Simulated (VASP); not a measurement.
# Os (P6/mmm) in VASP: notebook

Runs on Os. Level: BLYP. Tasks: single point.

Everything below comes from runs of VASP 6.6.1. Logs are shortened: lines on timing, memory, paths and dates and some standing lists are left out, and cuts for length are marked.

## Step 1: The cell of the first run

It takes space group P6/mmm (No. 191, hexagonal). The conventional cell has a = 4.551 Å, b = 4.551 Å, c = 2.874 Å, α = 90.00°, β = 90.00°, γ = 120.00°. Os (site symmetry 6/mmm) has 14 Os at 2.87 to 3.00 Å within 3.8 Å. Within 3.5 Å of Os (site symmetry -6m2) lie 11 Os at 2.63 to 3.00 Å.

This isn't the form of Os at room conditions, which is hcp.

## Step 2: Single point, BLYP (17.19 Å³/atom)

INCAR

```
PREC = Accurate
ENCUT = 520
EDIFF = 1E-7
ISMEAR = -1
SIGMA = 0.1
LREAL = False
LASPH = True
NELM = 80
ALGO = Normal
ISIF = 2
LWAVE = False
LCHARG = False
GGA = B5
ALDAX = 1.0
AGGAX = 1.0
AGGAC = 1.0
ALDAC = 0.0
NBANDS = 19
```

KPOINTS

```
Automatic mesh
0
Gamma
  9 9 13
```

POSCAR

```
Os
1.0
    4.5513166468      0.0000000000      0.0000000000
   -2.2756583234      3.9415558368      0.0000000000
    0.0000000000      0.0000000000      2.8744603861
Os
3
Direct
    1.0000000000      1.0000000000      0.0000000000
    0.3333333333      0.6666666667      0.5000000000
    0.6666666667      0.3333333333      0.5000000000
```

Potentials or basis: VASP PAW PBE potentials, release 64 (Os).

Command:

```console
> cat potpaw_PBE.64/Os/POTCAR > POTCAR
> mpirun -np 1 vasp_std > vasp.out
```

OUTCAR:

```text
PREC = Accurate
   ENCUT = 520
   EDIFF = 1E-7
   ISMEAR = -1
   LREAL = False
   LASPH = True
   NELM = 80
   ISIF = 2
   GGA = B5

 ion  position               nearest neighbor table
   1  0.000  0.000  0.000-   2 3.00   3 3.00   2 3.00   3 3.00   3 3.00   3 3.00   2 3.00   2 3.00
                             3 3.00   3 3.00   2 3.00   2 3.00
   2  0.333  0.667  0.500-   3 2.63   3 2.63   3 2.63   1 3.00   1 3.00   1 3.00   1 3.00   1 3.00
                             1 3.00
   3  0.667  0.333  0.500-   2 2.63   2 2.63   2 2.63   1 3.00   1 3.00   1 3.00   1 3.00   1 3.00
                             1 3.00

  LATTYP: Found a hexagonal cell.
 ALAT       =     4.5513166468
 C/A-ratio  =     0.6315667771

  Lattice vectors:

 A1 = (   4.5513166468,   0.0000000000,   0.0000000000)
 A2 = (  -2.2756583234,   3.9415558368,   0.0000000000)
 A3 = (   0.0000000000,   0.0000000000,   2.8744603861)

Analysis of symmetry for initial positions (statically):
=====================================================================
 Subroutine PRICEL returns:
 Original cell was already a primitive cell.

 Routine SETGRP: Setting up the symmetry group for a
 hexagonal supercell.

 Subroutine GETGRP returns: Found 24 space group operations
 (whereof 24 operations were pure point group operations)
 out of a pool of 24 trial point group operations.

The static configuration has the point symmetry D_6h.

Analysis of symmetry for dynamics (positions and initial velocities):
=====================================================================
 Subroutine PRICEL returns:
 Original cell was already a primitive cell.

 Routine SETGRP: Setting up the symmetry group for a
 hexagonal supercell.

 Subroutine GETGRP returns: Found 24 space group operations
 (whereof 24 operations were pure point group operations)
 out of a pool of 24 trial point group operations.

The dynamic configuration has the point symmetry D_6h.

 Subroutine INISYM returns: Found 24 space group operations
 (whereof 24 operations are pure point group operations),
 and found     1 'primitive' translations

----------------------------------------------------------------------------------------

                                     Primitive cell

  volume of cell :      51.5657

  direct lattice vectors                    reciprocal lattice vectors
[... 87 lines left out ...]
   ENCUT  =  520.0 eV  38.22 Ry    6.18 a.u.   8.46  8.46  5.34*2*pi/ulx,y,z
   NELM   =     80;   NELMIN=  2; NELMDL= -5     # of ELM steps
   EDIFF  = 0.1E-06   stopping-criterion for ELM
   LREAL  =      F    real-space projection
   EDIFFG = 0.1E-05   stopping-criterion for IOM
   NSW    =      0    number of steps for IOM
   IBRION =     -1    ionic relax: 0-MD 1-quasi-New 2-CG
   NFREE  =      0    steps in history (QN), initial steepest desc. (CG)
   ISIF   =      2    stress and relaxation
   ISYM   =      2    0-nonsym 1-usesym 2-fastsym
   POTIM  = 0.5000    time-step for ionic-motion
   TEBEG  =    0.0;   TEEND  =   0.0 temperature during run
   PSTRESS=    0.0 pullay stress
   NELECT =      24.0000    total number of electrons
   NUPDOWN=      -1.0000    fix difference up-down
   EMIN   =  10.00;   EMAX   =-10.00  energy-range for DOS
   EFERMI =   0.00;   METHOD = LEGACY
   ISMEAR =    -1;   SIGMA  =   0.10  broadening in eV -4-tet -1-fermi 0-gaus
   EFERMI_NEDOS =   21; number of points for ismear=-14 and -15
   IALGO  =     38    algorithm
   IMIX   =      4    mixing-type and parameters
     AMIX     =   0.40;   BMIX     =  1.00
     AMIX_MAG =   1.60;   BMIX_MAG =  1.00
  volume/ion in A,a.u.               =      17.19       115.99
  Fermi-wavevector in a.u.,A,eV,Ry     =   1.268698  2.397491 21.899861  1.609594
  Thomas-Fermi vector in A             =   2.401779
   LORBIT       =      0    0 simple, 1 ext, 2 COOP (PROOUT), +10 PAW based schemes
   GGA     = B5    functional components
   LHFCALC =     F    Hartree Fock is set to
   AEXX    =    0.0000 exact exchange contribution
   IVDW    =     0    specifies the selected vdW correction
   LEPSILON=     F    determine dielectric tensor
   LRPA    =     F    only Hartree local field effects (RPA)
 non-spin polarized calculation
  energy-cutoff  :      520.00
  volume of cell :       51.57
 maximum number of plane-waves:      1420
 NGX is ok and might be reduce to    36
   NGX = 17   NGY = 17   NGZ = 11

 number of electron      23.9999997 magnetization

 Free energy of the ion-electron system (eV)
  ---------------------------------------------------
  ext. energy  EPLUGINS =         0.00000000
  ---------------------------------------------------
  free energy    TOTEN  =       -27.65972453 eV

  energy without entropy =      -27.55687380  energy(sigma->0) =      -27.60829917

 E-fermi :   7.3527     XC(G=0): -12.1838

 val. band max:        7.3473510154   @ k =   0.2222  -0.0000   0.0769
 cond. band min:       7.3538224893   @ k =   0.3333   0.2222   0.1538
 fundamental gap:      0.0064714739
 Fermi energy:         7.3526976612

 k-point     1 :       0.0000    0.0000    0.0000
  band No.  band energies     occupation
      1      -1.7754      2.00000
      2       1.9278      2.00000
      3       3.8979      2.00000
      4       4.1054      2.00000
      5       4.1054      2.00000
      6       4.1789      2.00000
[... 505 lines left out ...]
      6       4.1695      2.00000
[... 11 lines left out ...]
     18       9.0459      0.00000
     19      18.3128      0.00000

 [... further k-points ...]

------------------------ aborting loop because EDIFF is reached ----------------------------------------

  FORCE on cell =-STRESS in cart. coord.  units (eV):
  Direction    XX          YY          ZZ          XY          YZ          ZX
  --------------------------------------------------------------------------------------
  -------------------------------------------------------------------------------------
  Total       -8.9709523     -8.9709523     -7.4727619      0.0000000     -0.0000000      0.0000000
  in kB     -278.7327922   -278.7327922   -232.1831301      0.0000000     -0.0000000      0.0000000
  external PRESSURE =    -263.2162382 kB  Pullay stress =       0.0000000 kB

 VOLUME and BASIS-vectors are now :
 -----------------------------------------------------------------------------
  energy-cutoff  :      520.00
  volume of cell :       51.57
      direct lattice vectors                 reciprocal lattice vectors
     4.551316647  0.000000000  0.000000000     0.219716640  0.126853461  0.000000000
    -2.275658323  3.941555837  0.000000000     0.000000000  0.253706922  0.000000000
     0.000000000  0.000000000  2.874460386     0.000000000  0.000000000  0.347891383

 POSITION                                       TOTAL-FORCE (eV/Angst)
 -----------------------------------------------------------------------------------
      0.00000      0.00000      0.00000         0.000000      0.000000      0.000000
     -0.00000      2.62770      1.43723        -0.000000      0.000000     -0.000000
      2.27566      1.31385      1.43723         0.000000     -0.000000      0.000000
 -----------------------------------------------------------------------------------
    total drift:                                0.000000      0.000000     -0.000000

  FREE ENERGIE OF THE ION-ELECTRON SYSTEM (eV)
  ---------------------------------------------------
  free  energy   TOTEN  =       -27.6597245344 eV

  energy  without entropy=      -27.5568738017  energy(sigma->0) =      -27.60829917
```

OSZICAR:

```text
N       E                     dE             d eps       ncg     rms          rms(c)
DAV:   1     0.160951754256E+03    0.16095E+03   -0.11102E+04  3240   0.117E+03
DAV:   2    -0.168145328148E+02   -0.17777E+03   -0.16744E+03  3266   0.385E+02
DAV:   3    -0.293216968961E+02   -0.12507E+02   -0.11685E+02  4074   0.771E+01
DAV:   4    -0.297257139573E+02   -0.40402E+00   -0.40006E+00  3567   0.155E+01
DAV:   5    -0.297309210915E+02   -0.52071E-02   -0.52039E-02  3647   0.154E+00    0.191E+01
DAV:   6    -0.280493345714E+02    0.16816E+01   -0.34119E+00  3978   0.130E+01    0.766E+00
DAV:   7    -0.284344706743E+02   -0.38514E+00   -0.62289E+00  4830   0.171E+01    0.673E+00
DAV:   8    -0.276664407258E+02    0.76803E+00   -0.35145E+00  4792   0.115E+01    0.566E-01
DAV:   9    -0.276608453298E+02    0.55954E-02   -0.87047E-02  3256   0.218E+00    0.257E-01
DAV:  10    -0.276598438686E+02    0.10015E-02   -0.19037E-03  3769   0.345E-01    0.133E-01
DAV:  11    -0.276597237978E+02    0.12007E-03   -0.35695E-04  3300   0.150E-01    0.329E-02
DAV:  12    -0.276597265409E+02   -0.27430E-05   -0.26178E-05  3821   0.381E-02    0.127E-02
DAV:  13    -0.276597245215E+02    0.20194E-05   -0.61614E-06  3595   0.182E-02    0.237E-03
DAV:  14    -0.276597245344E+02   -0.12908E-07   -0.17977E-07  2312   0.384E-03
   1 F= -.27659725E+02 E0= -.27608299E+02  d E =-.102851E+00
```

Run time: 2.1 min. Hardware: 1 thread of Intel Xeon 8259CL, shared host; peak memory 0.22 GiB.

What came out:

```
Free energy            : -27.6597 eV
Pressure               : -26.3 GPa
Band gap on the k mesh : zero (bands 12 and 13 overlap by 2.12 eV)
```

Stress tensor (GPa, compression positive):
```
-27.87   0.00   0.00
  0.00 -27.87   0.00
  0.00   0.00 -23.22
```

Levels at points of the mesh, in eV from the Fermi level:
| k point | band 10 | band 11 | band 12 | band 13 | band 14 | band 15 |
| --- | --- | --- | --- | --- | --- | --- |
| (0.00, 0.00, 0.00) | -1.88 | -1.25 | -1.25 | -1.18 | -1.18 | 1.71 |

Caveat: the cell stands under tension; the PAW data sets were made with another functional, which shifts forces and pressure a little; spin-orbit coupling is left out, which moves the levels of the heavy elements.

(Part 1 of 2 ends here.)
